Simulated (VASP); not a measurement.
A run of VASP 6.6.1 is set up as follows.

Contents of INCAR:

```
SYSTEM = Ti
ALGO     = Fast           ! electronic algorithm
EDIFF    = 1E-7           ! SCF threshold, eV
ENCUT    = 520            ! plane-wave cutoff, eV
GGA      = PS             ! functional
ISIF     = 2              ! what is computed and relaxed
ISMEAR   = 0              ! smearing method
LASPH    = .True.         ! aspherical terms in the spheres
LCHARG   = .True.         ! write CHGCAR
LELF     = .True.         ! ELF
LREAL    = .False.        ! projectors in reciprocal space
LVHAR    = .True.       
LWAVE    = .False.        ! write WAVECAR
NBANDS   = 12             ! bands
NELM     = 60             ! most SCF steps
PREC     = Accurate       ! precision mode
SIGMA    = 0.15           ! smearing width, eV
```

KPOINTS

```
k-points
0
Gamma
  20 20 20
  0 0 0
```

Contents of POSCAR:

```
Ti
1.0
    0.0000000000      1.9792500000      2.0300000000
    1.9792500000      0.0000000000      2.0300000000
    1.9792500000      1.9792500000      0.0000000000
Ti
1
Direct
    0.0000000000      0.0000000000      0.0000000000
```

Potentials or basis: VASP PAW PBE potentials, release 64 (Ti_sv).

Launch:

```sh
$ cat potpaw_PBE.64/Ti_sv/POTCAR > POTCAR
$ mpirun -np 1 vasp_std > vasp.out
```

Question: Estimate the band gap on the k mesh.

Answer: Zero (band 6 reaches 9.90 eV, above the bottom of band 7 at 8.58 eV).

Question: What does it give for the pressure?

Answer: 5.6 GPa.

Stress tensor (GPa, compression positive):
```
5.89 0.00 0.00
0.00 5.89 0.00
0.00 0.00 4.97
```

Caveat: the cell differs from its parent crystal (strain -0.025 along x and y, +0.000 along z); the PAW data sets were made with another functional, which shifts forces and pressure a little.
